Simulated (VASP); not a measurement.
# PbSe (I4/mmm) in VASP: a series of runs

PbSe is run at these levels: r2SCAN; tasks: single point.

Program: VASP 6.6.1. These are calculated values, not measurements. Logs are shortened: lines on timing, memory, paths and dates and some standing lists are left out, and cuts for length are marked.

## Step 1: The cell of the first run

Symmetry: I4/mmm, No. 139, tetragonal system. The conventional cell has a = 4.861 Å, b = 4.861 Å, c = 4.860 Å, α = 90.00°, β = 90.00°, γ = 90.00°. Within 3.2 Å of Pb (site symmetry 4/mmm) lie 2 Se at 2.43 Å. Se (site symmetry 4/mmm) has 2 Pb at 2.43 Å within 3.2 Å.

## Step 2: Single point, r2SCAN

POSCAR

```
PbSe
1.0
    0.0000000000      3.4373201948      2.4301853777
    3.4373201948      0.0000000000      2.4301853777
    3.4373201948      3.4373201948      0.0000000000
Pb Se
1 1
Direct
    0.0000000000      0.0000000000      0.0000000000
    0.5000000000      0.5000000000      0.5000000000
```

INCAR.step1

```
PREC = Accurate ; ENCUT = 520
ISMEAR = 0 ; SIGMA = 0.05
LREAL = F ; LASPH = T
NELM = 100 ; NBANDS = 17
GGA = PE ; ALGO = Normal
EDIFF = 1E-4 ; LWAVE = T
LCHARG = F
```

INCAR.step2

```
PREC = Accurate ; ENCUT = 520
EDIFF = 1E-6 ; ISMEAR = 0
SIGMA = 0.05 ; LREAL = F
LASPH = T ; NELM = 100
ALGO = Normal ; ISIF = 2
LWAVE = F ; LCHARG = F
METAGGA = R2SCAN ; LMIXTAU = T
NBANDS = 17 ; ISTART = 1
```

KPOINTS

```
Automatic mesh
0
Gamma
  10 10 10
```

Potentials or basis: VASP PAW PBE potentials, release 64 (Pb_d, Se).

The run is started by

```bash
$ cat potpaw_PBE.64/Pb_d/POTCAR potpaw_PBE.64/Se/POTCAR > POTCAR
$ cp INCAR.step1 INCAR
$ mpirun -np 1 vasp_std > vasp.out
$ cp INCAR.step2 INCAR
$ mpirun -np 1 vasp_std > vasp.out
```

OUTCAR:

```text
PREC = Accurate
   ENCUT = 520
   EDIFF = 1E-6
   ISMEAR = 0
   LREAL = F
   LASPH = T
   NELM = 100
   ISIF = 2
   METAGGA = R2SCAN
   ISTART = 1

 ion  position               nearest neighbor table
   1  0.000  0.000  0.000-   2 2.43   2 2.43   2 3.44   2 3.44   2 3.44   2 3.44
   2  0.500  0.500  0.500-   1 2.43   1 2.43   1 3.44   1 3.44   1 3.44   1 3.44

  LATTYP: Found a body centered tetragonal cell.
 ALAT       =     4.8611048377
 C/A-ratio  =     0.9998489886

  Lattice vectors:

 A1 = (   0.0000000000,  -3.4373201948,  -2.4301853777)
 A2 = (   0.0000000000,   3.4373201948,  -2.4301853777)
 A3 = (   3.4373201948,   0.0000000000,   2.4301853777)

Analysis of symmetry for initial positions (statically):
=====================================================================
 Subroutine PRICEL returns:
 Original cell was already a primitive cell.

 Routine SETGRP: Setting up the symmetry group for a
 body centered tetragonal supercell.

 Subroutine GETGRP returns: Found 16 space group operations
 (whereof 16 operations were pure point group operations)
 out of a pool of 16 trial point group operations.

The static configuration has the point symmetry D_4h.

Analysis of symmetry for dynamics (positions and initial velocities):
=====================================================================
 Subroutine PRICEL returns:
 Original cell was already a primitive cell.

 Routine SETGRP: Setting up the symmetry group for a
 body centered tetragonal supercell.

 Subroutine GETGRP returns: Found 16 space group operations
 (whereof 16 operations were pure point group operations)
 out of a pool of 16 trial point group operations.

The dynamic configuration has the point symmetry D_4h.

 Subroutine INISYM returns: Found 16 space group operations
 (whereof 16 operations are pure point group operations),
 and found     1 'primitive' translations

----------------------------------------------------------------------------------------

                                     Primitive cell

  volume of cell :      57.4261

  direct lattice vectors                    reciprocal lattice vectors
     0.000000000  3.437320195  2.430185378    -0.145462154  0.145462154  0.205745621
     3.437320195  0.000000000  2.430185378     0.145462154 -0.145462154  0.205745621
     3.437320195  3.437320195  0.000000000     0.145462154  0.145462154 -0.205745621

  length of vectors
     4.209628379  4.209628379  4.861104838     0.290946279  0.290946279  0.290946279

  position of ions in fractional coordinates (direct lattice)
     0.000000000  0.000000000  0.000000000
     0.500000000  0.500000000  0.500000000

  ion indices of the primitive-cell ions
   primitive index   ion index
                 1           1
                 2           2

----------------------------------------------------------------------------------------

 KPOINTS: Automatic mesh

Automatic generation of k-mesh.
 Grid dimensions read from file:
 generate k-points for:   10   10   10

 Generating k-lattice:

  Cartesian coordinates                     Fractional coordinates (reciprocal lattice)
    -0.014546215  0.014546215  0.020574562     0.100000000  0.000000000  0.000000000
     0.014546215 -0.014546215  0.020574562     0.000000000  0.100000000  0.000000000
     0.014546215  0.014546215 -0.020574562     0.000000000  0.000000000  0.100000000

  Length of vectors
     0.029094628  0.029094628  0.029094628

  Shift w.r.t. Gamma in fractional coordinates (k-lattice)
     0.000000000  0.000000000  0.000000000

 Subroutine IBZKPT returns following result:
 ===========================================

 Found    102 irreducible k-points:

 Following reciprocal coordinates:
            Coordinates               Weight
  0.000000  0.000000  0.000000      1.000000
  0.100000  0.000000  0.000000      8.000000
  0.200000  0.000000  0.000000      8.000000
  0.300000  0.000000  0.000000      8.000000
  0.400000  0.000000  0.000000      8.000000
  0.500000  0.000000  0.000000      4.000000
[... 16 lines left out ...]
  0.300000  0.300000  0.000000      2.000000
  0.400000  0.300000  0.000000      8.000000
 [... further k-points ...]
   k-points           NKPTS =    102   k-points in BZ     NKDIM =    102   number of bands    NBANDS=     17
   number of dos      NEDOS =    301   number of ions     NIONS =      2
   total plane-waves  NPLWV =  36864
   dimension x,y,z NGX =    32 NGY =   32 NGZ =   36
   dimension x,y,z NGXF=    64 NGYF=   64 NGZF=   72
   ions per type =               1   1
   NGX,Y,Z   is equivalent  to a cutoff of  12.64, 12.64, 12.31 a.u.
   NGXF,Y,Z  is equivalent  to a cutoff of  25.27, 25.27, 24.62 a.u.
 SYSTEM =  unknown system
   PREC   = accura    normal or accurate (medium, high low for compatibility)
   ISTART =      1    job   : 0-new  1-cont  2-samecut
   ICHARG =      0    charge: 1-file 2-atom 10-const
   ISPIN  =      1    spin polarized calculation?
   LNONCOLLINEAR =      F non collinear calculations
   LSORBIT =      F    spin-orbit coupling
   LASPH  =      T    aspherical Exc in radial PAW
   ENCUT  =  520.0 eV  38.22 Ry    6.18 a.u.   7.83  7.83  9.04*2*pi/ulx,y,z
   NELM   =    100;   NELMIN=  2; NELMDL=  0     # of ELM steps
   EDIFF  = 0.1E-05   stopping-criterion for ELM
   LREAL  =      F    real-space projection
[... 7 lines left out ...]
   TEBEG  =    0.0;   TEEND  =   0.0 temperature during run
   PSTRESS=    0.0 pullay stress
   NELECT =      20.0000    total number of electrons
   NUPDOWN=      -1.0000    fix difference up-down
   EMIN   =  10.00;   EMAX   =-10.00  energy-range for DOS
   EFERMI =   0.00;   METHOD = LEGACY
   ISMEAR =     0;   SIGMA  =   0.05  broadening in eV -4-tet -1-fermi 0-gaus
   EFERMI_NEDOS =   21; number of points for ismear=-14 and -15
   IALGO  =     38    algorithm
   IMIX   =      4    mixing-type and parameters
     AMIX     =   0.40;   BMIX     =  1.00
     AMIX_MAG =   1.60;   BMIX_MAG =  1.00
  volume/ion in A,a.u.               =      28.71       193.77
  Fermi-wavevector in a.u.,A,eV,Ry     =   1.151812  2.176610 18.050462  1.326672
  Thomas-Fermi vector in A             =   2.288467
   LORBIT       =      0    0 simple, 1 ext, 2 COOP (PROOUT), +10 PAW based schemes
   METAGGA = R2SCAN    functional components
   LHFCALC =     F    Hartree Fock is set to
   AEXX    =    0.0000 exact exchange contribution
   IVDW    =     0    specifies the selected vdW correction
   LEPSILON=     F    determine dielectric tensor
   LRPA    =     F    only Hartree local field effects (RPA)
 non-spin polarized calculation
 Gauss-broadening in eV      SIGMA  =   0.05
  energy-cutoff  :      520.00
  volume of cell :       57.43
 maximum number of plane-waves:      1568
   NGX = 15   NGY = 15   NGZ = 17

 number of electron      19.9999999 magnetization

 Free energy of the ion-electron system (eV)
  ---------------------------------------------------
  ext. energy  EPLUGINS =         0.00000000
  ---------------------------------------------------
  free energy    TOTEN  =       -69.54952890 eV

  energy without entropy =      -69.54761958  energy(sigma->0) =      -69.54857424

 E-fermi :   6.0234     XC(G=0):  -9.9551

 val. band max:        6.0223078408   @ k =   0.5000   0.2000   0.1000
 cond. band min:       6.0339330606   @ k =  -0.3000   0.1000   0.4000
 fundamental gap:      0.0116252198
 Fermi energy:         6.0234153694

 k-point     1 :       0.0000    0.0000    0.0000
  band No.  band energies     occupation
      1     -13.4773      2.00000
      2     -12.7264      2.00000
      3     -12.7264      2.00000
      4     -12.6668      2.00000
      5     -12.6304      2.00000
      6      -9.6859      2.00000
[... 9 lines left out ...]
     16      11.9552      0.00000
     17      13.8115      0.00000

 k-point     2 :       0.1000    0.0000    0.0000
  band No.  band energies     occupation
      1     -13.4470      2.00000
      2     -12.7258      2.00000
      3     -12.7258      2.00000
      4     -12.6644      2.00000
      5     -12.6313      2.00000
      6      -9.6508      2.00000
[... 9 lines left out ...]
     16      12.5776      0.00000
     17      13.1750      0.00000

 k-point     3 :       0.2000    0.0000    0.0000
  band No.  band energies     occupation
      1     -13.3666      2.00000
      2     -12.7265      2.00000
      3     -12.7246      2.00000
      4     -12.6557      2.00000
      5     -12.6337      2.00000
      6      -9.5467      2.00000
[... 9 lines left out ...]
     16      13.4994      0.00000
     17      13.9977      0.00000

 k-point     4 :       0.3000    0.0000    0.0000
  band No.  band energies     occupation
      1     -13.2657      2.00000
      2     -12.7305      2.00000
      3     -12.7236      2.00000
      4     -12.6416      2.00000
      5     -12.6363      2.00000
      6      -9.3865      2.00000
[... 9 lines left out ...]
     16      14.1669      0.00000
     17      15.2748      0.00000
[... 343 lines left out ...]
      1     -13.5105      2.00000
      2     -12.7094      2.00000
      3     -12.7066      2.00000
      4     -12.6529      2.00000
      5     -12.6363      2.00000
      6      -9.1660      2.00000
[... 9 lines left out ...]
     16      15.2166      0.00000
     17      15.9692      0.00000

 k-point    23 :       0.3000    0.3000    0.0000
  band No.  band energies     occupation
      1     -13.2228      2.00000
      2     -12.7067      2.00000
      3     -12.7067      2.00000
      4     -12.6526      2.00000
      5     -12.6305      2.00000
      6      -8.9393      2.00000
[... 9 lines left out ...]
     16      13.8150      0.00000
     17      18.6025      0.00000

 k-point    24 :       0.4000    0.3000    0.0000
  band No.  band energies     occupation
      1     -13.3386      2.00000
      2     -12.6965      2.00000
      3     -12.6954      2.00000
      4     -12.6561      2.00000
      5     -12.6225      2.00000
      6      -8.5958      2.00000
[... 9 lines left out ...]
     16      15.4154      0.00000
     17      18.0713      0.00000

 [... further k-points ...]

------------------------ aborting loop because EDIFF is reached ----------------------------------------

  FORCE on cell =-STRESS in cart. coord.  units (eV):
  Direction    XX          YY          ZZ          XY          YZ          ZX
  --------------------------------------------------------------------------------------
  -------------------------------------------------------------------------------------
  Total       -0.6604261     -0.6604261     19.1186929      0.0000000     -0.0000000     -0.0000000
  in kB      -18.4257622    -18.4257622    533.4078496      0.0000000     -0.0000000     -0.0000000
  external PRESSURE =     165.5187751 kB  Pullay stress =       0.0000000 kB

 VOLUME and BASIS-vectors are now :
 -----------------------------------------------------------------------------
  energy-cutoff  :      520.00
  volume of cell :       57.43
      direct lattice vectors                 reciprocal lattice vectors
     0.000000000  3.437320195  2.430185378    -0.145462154  0.145462154  0.205745621
     3.437320195  0.000000000  2.430185378     0.145462154 -0.145462154  0.205745621
     3.437320195  3.437320195  0.000000000     0.145462154  0.145462154 -0.205745621

 POSITION                                       TOTAL-FORCE (eV/Angst)
 -----------------------------------------------------------------------------------
      0.00000      0.00000      0.00000        -0.000000      0.000000     -0.000000
      3.43732      3.43732      2.43019         0.000000     -0.000000      0.000000
 -----------------------------------------------------------------------------------
    total drift:                                0.000000     -0.000000     -0.000000

  FREE ENERGIE OF THE ION-ELECTRON SYSTEM (eV)
  ---------------------------------------------------
  free  energy   TOTEN  =       -69.5495289023 eV

  energy  without entropy=      -69.5476195806  energy(sigma->0) =      -69.54857424
```

Run time: 4.9 min. Hardware: 1 thread of Intel Xeon Platinum 8259CL at 2.50GHz (Skylake/Cascade Lake), shared host; peak memory 0.26 GiB.

What came out:

| Item | Value |
| --- | --- |
| Free energy | -69.5495 eV |
| Pressure | 16.6 GPa |
| Band gap on the k mesh | zero (bands 10 and 11 overlap by 1.56 eV) |

Caveat: the cell stands under pressure; the PAW data sets were made with another functional, which shifts forces and pressure a little; spin-orbit coupling is left out, which moves the levels of the heavy elements.

## Step 3: Single point, r2SCAN

This run uses another cell than the first one, of the same volume but with other edges.

POSCAR

```
PbSe
1.0
    0.0000000000      2.7282028466      3.8576788251
    2.7282028466      0.0000000000      3.8576788251
    2.7282028466      2.7282028466      0.0000000000
Pb Se
1 1
Direct
    0.0000000000      0.0000000000      0.0000000000
    0.5000000000      0.5000000000      0.5000000000
```

INCAR.step1

```
PREC = Accurate
ENCUT = 520
ISMEAR = 0
SIGMA = 0.05
LREAL = False
LASPH = True
NELM = 100
NBANDS = 17
GGA = PE
ALGO = Normal
EDIFF = 1E-4
LWAVE = True
LCHARG = False
```

INCAR.step2

```
PREC = Accurate
ENCUT = 520
EDIFF = 1E-6
ISMEAR = 0
SIGMA = 0.05
LREAL = False
LASPH = True
NELM = 100
ALGO = Normal
ISIF = 2
LWAVE = False
LCHARG = True
METAGGA = R2SCAN
LMIXTAU = True
LELF = True
LVHAR = True
NBANDS = 17
ISTART = 1
```

KPOINTS is that of step 2.

Potentials or basis: VASP PAW PBE potentials, release 64 (Pb_d, Se).

The run is started by

```bash
$ cat potpaw_PBE.64/Pb_d/POTCAR potpaw_PBE.64/Se/POTCAR > POTCAR
$ cp INCAR.step1 INCAR
$ mpirun -np 1 vasp_std > vasp.out
$ cp INCAR.step2 INCAR
$ mpirun -np 1 vasp_std > vasp.out
```

Run time: 5.3 min. Hardware: 1 thread of Intel Xeon Platinum 8259CL at 2.50GHz (Skylake/Cascade Lake), shared host; peak memory 0.27 GiB.

Results (log left out):

```
Free energy            : -70.6073 eV
Pressure               : 15.4 GPa
Band gap on the k mesh : zero (bands 10 and 11 overlap by 0.85 eV)
```

Stress tensor (GPa, compression positive):
```
25.13  0.00  0.00
 0.00 25.13  0.00
 0.00  0.00 -4.09
```

Levels at points of the mesh, in eV from the Fermi level:
```csv
k point,band 6,band 7,band 8,band 9,band 10,band 11,band 12,band 13,band 14,band 15
"(0.00, 0.00, 0.00)",-15.29,-6.06,-3.63,-3.63,-2.83,2.57,3.72,5.52,7.48,7.48
"(0.50, 0.00, 0.00)",-14.18,-10.31,-2.81,-1.75,-0.42,0.90,1.60,2.25,7.76,9.60
"(0.50, 0.50, 0.00)",-14.86,-6.31,-5.56,-3.93,-3.93,3.79,4.45,7.36,7.36,11.90
"(0.50, 0.00, 0.50)",-12.79,-8.28,-6.49,-6.06,-2.81,2.21,3.48,7.02,8.08,8.57
```

Caveat: the cell stands under pressure; the PAW data sets were made with another functional, which shifts forces and pressure a little; spin-orbit coupling is left out, which moves the levels of the heavy elements.

## Step 4: Single point, r2SCAN

This run uses another cell than the first one, of the same volume but with other edges.

POSCAR

```
PbSe
1.0
    0.0000000000      3.2326112919      2.7477195981
    3.2326112919      0.0000000000      2.7477195981
    3.2326112919      3.2326112919      0.0000000000
Pb Se
1 1
Direct
    0.0000000000      0.0000000000      0.0000000000
    0.5000000000      0.5000000000      0.5000000000
```

INCAR.step1

```
PREC = Accurate ; ENCUT = 520
ISMEAR = 0 ; SIGMA = 0.05
LREAL = False ; LASPH = True
NELM = 80 ; NBANDS = 17
GGA = PE ; ALGO = Normal
EDIFF = 1E-4 ; LWAVE = True
LCHARG = False
```

INCAR.step2

```
PREC = Accurate ; ENCUT = 520
EDIFF = 1E-6 ; ISMEAR = 0
SIGMA = 0.05 ; LREAL = False
LASPH = True ; NELM = 80
ALGO = Normal ; ISIF = 2
LWAVE = False ; LCHARG = False
METAGGA = R2SCAN ; LMIXTAU = True
NBANDS = 17 ; ISTART = 1
```

KPOINTS is that of step 3.

The run is started by

```bash
$ cat potpaw_PBE.64/Pb_d/POTCAR potpaw_PBE.64/Se/POTCAR > POTCAR
$ cp INCAR.step1 INCAR
$ mpirun -np 1 vasp_std > vasp.out
$ cp INCAR.step2 INCAR
$ mpirun -np 1 vasp_std > vasp.out
```

Wall time 4.9 min (1 thread of Intel Xeon Platinum 8259CL at 2.50GHz (Skylake/Cascade Lake), shared host); peak memory 0.26 GiB.

It converged, with:

```
Free energy            : -71.4299 eV
Pressure               : 5.9 GPa
Band gap on the k mesh : 0.23 eV (least direct gap 0.29 eV)
```

Stress tensor (GPa, compression positive):
```
-3.48  0.00  0.00
 0.00 -3.48  0.00
 0.00  0.00 24.81
```

Levels at points of the mesh, in eV from the valence-band top:
```
           k point  band 8  band 9  band 10  band 11  band 12  band 13
(0.00, 0.00, 0.00)   -3.67   -2.07    -2.07     3.40     3.40     6.33
(0.50, 0.00, 0.00)   -2.28   -2.16    -0.06     0.23     0.98     2.33
(0.50, 0.50, 0.00)   -5.94   -4.16    -4.16     3.11     5.08     5.08
(0.50, 0.00, 0.50)   -5.60   -4.71    -2.89     3.89     3.91     5.37
```

Caveat: the cell stands under pressure; the PAW data sets were made with another functional, which shifts forces and pressure a little; spin-orbit coupling is left out, which moves the levels of the heavy elements. A k mesh can miss the band edges.

## Step 5: The runs side by side

```tsv
cell	gap on the mesh (eV)	pressure (GPa)
a = 4.210, b = 4.210, c = 4.861 Å, angles 54.7, 54.7, 70.5°, 2 atoms	none	16.6
a = 4.725, b = 4.725, c = 3.858 Å, angles 65.9, 65.9, 48.2°, 2 atoms	none	15.4
a = 4.243, b = 4.243, c = 4.572 Å, angles 57.4, 57.4, 65.2°, 2 atoms	0.23	5.9
```

Alike in all rows: task single point; level r2SCAN; potentials or basis VASP PAW PBE potentials, release 64 (Pb_d, Se); no spin polarisation; k mesh 10 × 10 × 10; cutoff (eV) 520; smearing gaussian 0.05 eV.

Caveats: the cell stands under pressure; the PAW data sets were made with another functional, which shifts forces and pressure a little; spin-orbit coupling is left out, which moves the levels of the heavy elements.

Total energies depend on the potentials used, so only differences within one code and one set of settings carry meaning.
